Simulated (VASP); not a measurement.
# KCl (Fm-3m) in VASP: notebook

KCl is run at these levels: PBEsol; tasks: relaxation of cell and atoms.

Everything below comes from runs of VASP 6.6.1. Logs are shortened: lines on timing, memory, paths and dates and some standing lists are left out, and cuts for length are marked.

### Step 1. The cell of the first run

Symmetry: Fm-3m, No. 225, cubic system. The conventional cell has a = 6.243 Å, b = 6.243 Å, c = 6.243 Å, α = 90.00°, β = 90.00°, γ = 90.00°. Within 4.1 Å of K (site symmetry m-3m) lie 6 Cl at 3.12 Å. Within 4.1 Å of Cl (site symmetry m-3m) lie 6 K at 3.12 Å.

### Step 2. Relaxation of cell and atoms, PBEsol, target pressure 7 GPa, at which the enthalpy is minimised

File INCAR:

```
SYSTEM = KCl
ALGO = Normal
EDIFF = 1E-6
EDIFFG = -0.002
ENCUT = 600
GGA = PS
IBRION = 2
ISIF = 3
ISMEAR = 0
LASPH = .True.
LCHARG = .False.
LREAL = .False.
LWAVE = .False.
NELM = 80
NSW = 100
PREC = Accurate
PSTRESS = 70.0
SIGMA = 0.01
```

File KPOINTS:

```
k-points
0
Gamma
  6 6 6
  0 0 0
```

File POSCAR:

```
KCl
1.0
    3.1212775812      3.1212775812      0.0000000000
   -3.1212775812      3.1212775812      0.0000000000
    0.0000000000      3.1212775812      3.1212775812
K Cl
1 1
Direct
    0.0000000000      0.0000000000      0.0000000000
    0.5000000000      0.5000000000      0.0000000000
```

Potentials or basis: VASP PAW PBE potentials, release 64 (K_sv, Cl).

The run is started by

```bash
cat potpaw_PBE.64/K_sv/POTCAR potpaw_PBE.64/Cl/POTCAR > POTCAR
mpirun -np 1 vasp_std > vasp.out
```

OUTCAR:

```text
SYSTEM = KCl
   EDIFF = 1E-6
   EDIFFG = -0.002
   ENCUT = 600
   GGA = PS
   IBRION = 2
   ISIF = 3
   ISMEAR = 0
   LASPH = .True.
   LREAL = .False.
   NELM = 80
   NSW = 100
   PREC = Accurate
   PSTRESS = 70.0

 ion  position               nearest neighbor table
   1  0.000  0.000  0.000-   2 3.12   2 3.12   2 3.12   2 3.12   2 3.12   2 3.12
   2  0.500  0.500  0.000-   1 3.12   1 3.12   1 3.12   1 3.12   1 3.12   1 3.12

  LATTYP: Found a face centered cubic cell.
 ALAT       =     6.2425551624

  Lattice vectors:

 A1 = (   0.0000000000,   3.1212775812,   3.1212775812)
 A2 = (   3.1212775812,   0.0000000000,   3.1212775812)
 A3 = (   3.1212775812,   3.1212775812,   0.0000000000)

Analysis of symmetry for initial positions (statically):
=====================================================================
 Subroutine PRICEL returns:
 Original cell was already a primitive cell.

 Routine SETGRP: Setting up the symmetry group for a
 face centered cubic supercell.

 Subroutine GETGRP returns: Found 48 space group operations
 (whereof 48 operations were pure point group operations)
 out of a pool of 48 trial point group operations.

The static configuration has the point symmetry O_h .

Analysis of symmetry for dynamics (positions and initial velocities):
=====================================================================
 Subroutine PRICEL returns:
 Original cell was already a primitive cell.

 Routine SETGRP: Setting up the symmetry group for a
 face centered cubic supercell.

 Subroutine GETGRP returns: Found 48 space group operations
 (whereof 48 operations were pure point group operations)
 out of a pool of 48 trial point group operations.

The dynamic configuration has the point symmetry O_h .

 Subroutine INISYM returns: Found 48 space group operations
 (whereof 48 operations are pure point group operations),
 and found     1 'primitive' translations

----------------------------------------------------------------------------------------

                                     Primitive cell

  volume of cell :      60.8173

  direct lattice vectors                    reciprocal lattice vectors
     3.121277581  3.121277581  0.000000000     0.160190815  0.160190815 -0.160190815
    -3.121277581  3.121277581  0.000000000    -0.160190815  0.160190815 -0.160190815
     0.000000000  3.121277581  3.121277581     0.000000000  0.000000000  0.320381630

  length of vectors
     4.414153087  4.414153087  4.414153087     0.277458631  0.277458631  0.320381630

  position of ions in fractional coordinates (direct lattice)
     0.000000000  0.000000000  0.000000000
     0.500000000  0.500000000  0.000000000

  ion indices of the primitive-cell ions
   primitive index   ion index
                 1           1
                 2           2

----------------------------------------------------------------------------------------

 KPOINTS: k-points

Automatic generation of k-mesh.
 Grid dimensions read from file:
 generate k-points for:    6    6    6

 Generating k-lattice:

  Cartesian coordinates                     Fractional coordinates (reciprocal lattice)
     0.026698469  0.026698469 -0.026698469     0.166666667  0.000000000  0.000000000
    -0.026698469  0.026698469 -0.026698469     0.000000000  0.166666667  0.000000000
     0.000000000  0.000000000  0.053396938     0.000000000  0.000000000  0.166666667

  Length of vectors
     0.046243105  0.046243105  0.053396938

  Shift w.r.t. Gamma in fractional coordinates (k-lattice)
     0.000000000  0.000000000  0.000000000

 Subroutine IBZKPT returns following result:
 ===========================================

 Found     16 irreducible k-points:

 Following reciprocal coordinates:
            Coordinates               Weight
  0.000000  0.000000  0.000000      1.000000
  0.166667  0.000000  0.000000      8.000000
  0.333333  0.000000  0.000000      8.000000
  0.500000  0.000000  0.000000      4.000000
  0.166667  0.166667  0.000000     12.000000
  0.333333  0.166667  0.000000     24.000000
[... 8 lines left out ...]
  0.500000  0.333333  0.166667     24.000000
  0.500000  0.500000  0.166667     12.000000
   k-points           NKPTS =     16   k-points in BZ     NKDIM =     16   number of bands    NBANDS=     12
   number of dos      NEDOS =    301   number of ions     NIONS =      2
   total plane-waves  NPLWV =  46656
   dimension x,y,z NGX =    36 NGY =   36 NGZ =   36
   dimension x,y,z NGXF=    72 NGYF=   72 NGZF=   72
   ions per type =               1   1
   NGX,Y,Z   is equivalent  to a cutoff of  13.56, 13.56, 13.56 a.u.
   NGXF,Y,Z  is equivalent  to a cutoff of  27.12, 27.12, 27.12 a.u.
 SYSTEM =  KCl
   PREC   = accura    normal or accurate (medium, high low for compatibility)
   ISTART =      0    job   : 0-new  1-cont  2-samecut
   ICHARG =      2    charge: 1-file 2-atom 10-const
   ISPIN  =      1    spin polarized calculation?
   LNONCOLLINEAR =      F non collinear calculations
[... 60 lines left out ...]
  -------------------------------------------------------------------------------------
  Total        0.0347922      0.0347922      0.0347922      0.0000000      0.0000000     -0.0000000
  in kB        0.9165682      0.9165682      0.9165682      0.0000000      0.0000000     -0.0000000
  external PRESSURE =     -69.0834318 kB  Pullay stress =      70.0000000 kB

 VOLUME and BASIS-vectors are now :
 -----------------------------------------------------------------------------
  energy-cutoff  :      600.00
  volume of cell :       60.82
      direct lattice vectors                 reciprocal lattice vectors
     3.121277581  3.121277581  0.000000000     0.160190815  0.160190815 -0.160190815
    -3.121277581  3.121277581  0.000000000    -0.160190815  0.160190815 -0.160190815
     0.000000000  3.121277581  3.121277581     0.000000000  0.000000000  0.320381630

 POSITION                                       TOTAL-FORCE (eV/Angst)
 -----------------------------------------------------------------------------------
      0.00000      0.00000      0.00000        -0.000000      0.000000      0.000000
      0.00000      3.12128      0.00000         0.000000     -0.000000      0.000000
 -----------------------------------------------------------------------------------
    total drift:                               -0.000000      0.000000     -0.000000

  FREE ENERGIE OF THE ION-ELECTRON SYSTEM (eV)
  ---------------------------------------------------
  free  energy   TOTEN  =        -7.0232478461 eV
[... 133 lines left out ...]
 VOLUME and BASIS-vectors are now :
 -----------------------------------------------------------------------------
  energy-cutoff  :      600.00
  volume of cell :       49.10
      direct lattice vectors                 reciprocal lattice vectors
     2.906435551  2.906435551 -0.000000000     0.172032027  0.172032027 -0.172032027
    -2.906435551  2.906435551  0.000000000    -0.172032027  0.172032027 -0.172032027
     0.000000000  2.906435551  2.906435551     0.000000000 -0.000000000  0.344064055

 POSITION                                       TOTAL-FORCE (eV/Angst)
 -----------------------------------------------------------------------------------
     -0.00000      0.00000      0.00000         0.000000      0.000000      0.000000
      0.00000      5.81287      2.90644        -0.000000     -0.000000      0.000000
 -----------------------------------------------------------------------------------
    total drift:                               -0.000000     -0.000000      0.000000

  FREE ENERGIE OF THE ION-ELECTRON SYSTEM (eV)
  ---------------------------------------------------
  free  energy   TOTEN  =        -6.8130642783 eV

  energy  without entropy=       -6.8130642783  energy(sigma->0) =       -6.81306428

  enthalpy is  TOTEN    =        -4.6677074111 eV   P V=        2.1453568672

--------------------------------------- Ionic step        6  -------------------------------------------

 number of electron      15.9999999 magnetization

 Free energy of the ion-electron system (eV)
  ---------------------------------------------------
  ext. energy  EPLUGINS =         0.00000000
  ---------------------------------------------------
  free energy    TOTEN  =        -6.81169423 eV

  energy without entropy =       -6.81169423  energy(sigma->0) =       -6.81169423

 E-fermi :  -0.7158     XC(G=0):  -8.7973

 val. band max:       -0.7654086901   @ k =   0.0000   0.0000   0.0000
 cond. band min:       5.1392865243   @ k =   0.0000   0.0000   0.0000
 fundamental gap:      5.9046952143
 Fermi energy:        -0.7157811875

 k-point     1 :       0.0000    0.0000    0.0000
  band No.  band energies     occupation
      1     -27.3295      2.00000
      2     -13.1989      2.00000
      3     -10.8557      2.00000
      4     -10.8557      2.00000
      5     -10.8557      2.00000
      6      -0.7654      2.00000
      7      -0.7654      2.00000
      8      -0.7654      2.00000
      9       5.1393      0.00000
     10       7.4925      0.00000
     11       7.4925      0.00000
     12       7.4925      0.00000

 k-point     2 :       0.1667    0.0000    0.0000
  band No.  band energies     occupation
      1     -27.3200      2.00000
      2     -13.2963      2.00000
      3     -10.8597      2.00000
      4     -10.8597      2.00000
      5     -10.7336      2.00000
      6      -1.2479      2.00000
      7      -0.9280      2.00000
      8      -0.9280      2.00000
      9       5.9213      0.00000
     10       7.3711      0.00000
     11       7.9338      0.00000
     12       7.9338      0.00000
[... 221 lines left out ...]
 VOLUME and BASIS-vectors are now :
 -----------------------------------------------------------------------------
  energy-cutoff  :      600.00
  volume of cell :       49.07
      direct lattice vectors                 reciprocal lattice vectors
     2.905816344  2.905816344 -0.000000000     0.172068686  0.172068686 -0.172068686
    -2.905816344  2.905816344  0.000000000    -0.172068686  0.172068686 -0.172068686
     0.000000000  2.905816344  2.905816344     0.000000000 -0.000000000  0.344137372

 POSITION                                       TOTAL-FORCE (eV/Angst)
 -----------------------------------------------------------------------------------
     -0.00000      0.00000      0.00000        -0.000000      0.000000      0.000000
      0.00000      2.90582      0.00000         0.000000      0.000000      0.000000
 -----------------------------------------------------------------------------------
    total drift:                               -0.000000      0.000000     -0.000000

  FREE ENERGIE OF THE ION-ELECTRON SYSTEM (eV)
  ---------------------------------------------------
  free  energy   TOTEN  =        -6.8116942292 eV

  energy  without entropy=       -6.8116942292  energy(sigma->0) =       -6.81169423

  enthalpy is  TOTEN    =        -4.6677082556 eV   P V=        2.1439859736

 reached required accuracy - stopping structural energy minimisation
```

It took 67 s on 1 thread of Intel Xeon Platinum 8488C (Sapphire Rapids), shared host; peak memory 0.21 GiB.

Results:

* Free energy: -6.8117 eV
* Relaxed volume: 24.54 Å³/atom
* Relaxed cell: a = 4.109 Å, b = 4.109 Å, c = 4.109 Å, α = 60.00°, β = 60.00°, γ = 90.00°
* Space group after relaxing (to 0.1 Å): Fm-3m (No. 225)
* Energy change on relaxing (the run minimises the enthalpy): +105.8 meV/atom
* Ionic steps: 6
* Pressure after relaxing: 7.0 GPa
* Band gap on the k mesh: 5.90 eV

Step by step:
| step | energy change (eV) | largest force (eV/Å) | pressure (GPa) | volume (Å³) |
| --- | --- | --- | --- | --- |
| 1 | 0.0000 | 0.0000 | 0.09 | 60.82 |
| 2 | 0.1740 | 0.0000 | 6.12 | 49.99 |
| 3 | 0.2093 | 0.0000 | 6.95 | 49.12 |
| 4 | 0.2188 | 0.0000 | 7.18 | 48.91 |
| 5 | 0.2102 | 0.0000 | 6.97 | 49.10 |
| 6 | 0.2116 | 0.0000 | 6.99 | 49.07 |

Final structure:
```
CELL_PARAMETERS angstrom
2.90582 2.90582 0.00000
-2.90582 2.90582 0.00000
0.00000 2.90582 2.90582
ATOMIC_POSITIONS crystal
K 0.00000 0.00000 0.00000
Cl 0.50000 0.50000 0.00000
```

Caveat: the cell is relaxed towards a set pressure, so the run minimises the enthalpy, not the energy; the volume moved by over 15 % at a fixed basis, so the end points are rough; the PAW data sets were made with another functional, which shifts forces and pressure a little.

### Step 3. Relaxation of cell and atoms, PBEsol, target pressure 10 GPa, at which the enthalpy is minimised

File INCAR:

```
SYSTEM = KCl
PREC     = Accurate       ! precision mode
ENCUT    = 600            ! plane-wave cutoff, eV
EDIFF    = 1E-6           ! SCF threshold, eV
ISMEAR   = 0              ! smearing method
SIGMA    = 0.01           ! smearing width, eV
LREAL    = .FALSE.        ! projectors in reciprocal space
LASPH    = .TRUE.         ! aspherical terms in the spheres
NELM     = 60             ! most SCF steps
ALGO     = Normal         ! electronic algorithm
ISIF     = 3              ! what is computed and relaxed
LWAVE    = .FALSE.        ! write WAVECAR
LCHARG   = .FALSE.        ! write CHGCAR
GGA      = PS             ! functional
IBRION   = 2              ! ionic algorithm
NSW      = 100            ! ionic steps
EDIFFG   = -0.002         ! ionic threshold
PSTRESS  = 100.0
```

File KPOINTS:

```
Automatic mesh
0
G
  6 6 6
  0 0 0
```

POSCAR is that of step 2.

Potentials or basis: VASP PAW PBE potentials, release 64 (K_sv, Cl).

The run is started by

```bash
cat potpaw_PBE.64/K_sv/POTCAR potpaw_PBE.64/Cl/POTCAR > POTCAR
mpirun -np 1 vasp_std > vasp.out
```

It took 2.1 min on 1 thread of Intel Xeon Platinum 8488C (Sapphire Rapids), shared host; peak memory 0.21 GiB.

It converged, with:

* Free energy: -6.6759 eV
* Relaxed volume: 23.25 Å³/atom
* Relaxed cell: a = 4.036 Å, b = 4.036 Å, c = 4.036 Å, α = 60.00°, β = 60.00°, γ = 90.00°
* Space group after relaxing (to 0.1 Å): Fm-3m (No. 225)
* Energy change on relaxing (the run minimises the enthalpy): +173.7 meV/atom
* Ionic steps: 20
* Pressure after relaxing: 10.0 GPa
* Band gap on the k mesh: 5.87 eV (least direct gap 6.13 eV)

The path:
```tsv
step	energy change (eV)	largest force (eV/Å)	pressure (GPa)	volume (Å³)
1	0.0000	0.0000	0.09	60.82
2	0.3978	0.0000	11.06	45.72
3	0.3491	0.0000	10.03	46.46
4	0.3329	0.0000	9.67	46.73
5	0.3334	0.0000	9.69	46.72
6	0.3349	0.0000	9.71	46.69
7	0.3349	0.0000	9.72	46.69
8	0.3350	0.0000	9.72	46.69
9	0.3351	0.0000	9.71	46.69
10	0.3354	0.0000	9.70	46.69
11	0.3359	0.0000	9.74	46.68
12	0.3370	0.0000	9.76	46.66
13	0.3391	0.0000	9.82	46.62
14	0.3435	0.0000	9.91	46.55
15	0.3522	0.0000	10.10	46.41
16	0.3478	0.0000	10.04	46.48
17	0.3466	0.0000	9.98	46.50
18	0.3470	0.0000	9.98	46.50
19	0.3474	0.0000	9.98	46.49
20	0.3474	0.0000	9.99	46.49
```

Final structure:
```
K Cl
1.0
     2.85393    2.85393    0.00000
    -2.85393    2.85393    0.00000
     0.00000    2.85393    2.85393
K Cl
1 1
Direct
  0.00000 0.00000 0.00000
  0.50000 0.50000 0.00000
```

Levels at points of the mesh, in eV from the valence-band top:
| k point | band 4 | band 5 | band 6 | band 7 | band 8 | band 9 | band 10 | band 11 | band 12 |
| --- | --- | --- | --- | --- | --- | --- | --- | --- | --- |
| (0.00, 0.00, 0.00) | -10.01 | -10.01 | 0.00 | 0.00 | 0.00 | 6.15 | 8.21 | 8.21 | 8.21 |
| (0.50, 0.00, 0.00) | -10.03 | -9.48 | -1.74 | -0.68 | -0.68 | 8.19 | 9.53 | 11.33 | 11.33 |
| (0.50, 0.50, 0.00) | -10.19 | -10.19 | -0.81 | -0.26 | -0.26 | 5.87 | 9.62 | 10.60 | 11.72 |

Caveat: the cell is relaxed towards a set pressure, so the run minimises the enthalpy, not the energy; the volume moved by over 15 % at a fixed basis, so the end points are rough; the PAW data sets were made with another functional, which shifts forces and pressure a little. A k mesh can miss the band edges.

### Step 4. Relaxation of cell and atoms, PBEsol, target pressure 15 GPa, at which the enthalpy is minimised

File INCAR:

```
PREC = Accurate
ENCUT = 600
EDIFF = 1E-7
ISMEAR = 0
SIGMA = 0.01
LREAL = False
LASPH = True
NELM = 80
ALGO = Normal
ISIF = 3
LWAVE = False
LCHARG = False
GGA = PS
IBRION = 2
NSW = 100
EDIFFG = -0.002
PSTRESS = 150.0
```

File KPOINTS:

```
regular mesh
0
Gamma
  6 6 6
```

POSCAR is that of step 3.

The run is started by

```bash
cat potpaw_PBE.64/K_sv/POTCAR potpaw_PBE.64/Cl/POTCAR > POTCAR
mpirun -np 1 vasp_std > vasp.out
```

It took 86 s on 1 thread of Intel Xeon Platinum 8488C (Sapphire Rapids), shared host; peak memory 0.21 GiB.

Results (log left out):

* Free energy: -6.4310 eV
* Relaxed volume: 21.66 Å³/atom
* Relaxed cell: a = 3.942 Å, b = 3.942 Å, c = 3.942 Å, α = 60.00°, β = 60.00°, γ = 90.00°
* Space group after relaxing (to 0.1 Å): Fm-3m (No. 225)
* Energy change on relaxing (the run minimises the enthalpy): +296.1 meV/atom
* Ionic steps: 6
* Pressure after relaxing: 15.0 GPa
* Band gap on the k mesh: 5.66 eV (least direct gap 5.91 eV)

Step by step:
| step | energy change (eV) | largest force (eV/Å) | pressure (GPa) | volume (Å³) |
| --- | --- | --- | --- | --- |
| 1 | 0.0000 | 0.0000 | 0.09 | 60.82 |
| 2 | 1.0993 | 0.0000 | 24.90 | 39.16 |
| 3 | 0.5897 | 0.0000 | 14.95 | 43.34 |
| 4 | 0.6192 | 0.0000 | 15.54 | 43.03 |
| 5 | 0.5785 | 0.0000 | 14.73 | 43.46 |
| 6 | 0.5923 | 0.0000 | 15.00 | 43.31 |

Final structure:
```cif
data_structure
_symmetry_space_group_name_H-M 'P 1'
_symmetry_Int_Tables_number 1
_cell_length_a 3.9420
_cell_length_b 3.9420
_cell_length_c 3.9420
_cell_angle_alpha 60.000
_cell_angle_beta 60.000
_cell_angle_gamma 90.000
_cell_volume 43.31
loop_
_atom_site_label
_atom_site_type_symbol
_atom_site_fract_x
_atom_site_fract_y
_atom_site_fract_z
_atom_site_occupancy
K1 K 0.00000 0.00000 0.00000 1
Cl1 Cl 0.50000 0.50000 0.00000 1
```

Levels at points of the mesh, in eV from the valence-band top:
```csv
k point,band 5,band 6,band 7,band 8,band 9,band 10,band 11,band 12
"(0.00, 0.00, 0.00)",-9.93,0.00,0.00,0.00,6.49,8.12,8.12,8.12
"(0.50, 0.00, 0.00)",-9.27,-1.93,-0.80,-0.80,8.36,9.75,11.51,11.51
"(0.50, 0.50, 0.00)",-10.15,-0.80,-0.25,-0.25,5.66,10.00,10.65,12.05
```

Caveat: the cell is relaxed towards a set pressure, so the run minimises the enthalpy, not the energy; the volume moved by over 15 % at a fixed basis, so the end points are rough; the PAW data sets were made with another functional, which shifts forces and pressure a little. A k mesh can miss the band edges.

### Step 5. Overview

```tsv
cell	gap on the mesh (eV)	pressure (GPa)
relaxed to 7 GPa	5.90	7.0
relaxed to 10 GPa	5.87	10.0
relaxed to 15 GPa	5.66	15.0
```

Alike in all rows: task relaxation of cell and atoms; level PBEsol; potentials or basis VASP PAW PBE potentials, release 64 (K_sv, Cl); no spin polarisation; k mesh 6 × 6 × 6; cutoff (eV) 600; smearing gaussian 0.01 eV.

Caveats: the cell is relaxed towards a set pressure, so the run minimises the enthalpy, not the energy; the volume moved by over 15 % at a fixed basis, so the end points are rough; the PAW data sets were made with another functional, which shifts forces and pressure a little.

Absolute energies hang on the potentials; compare differences alone.
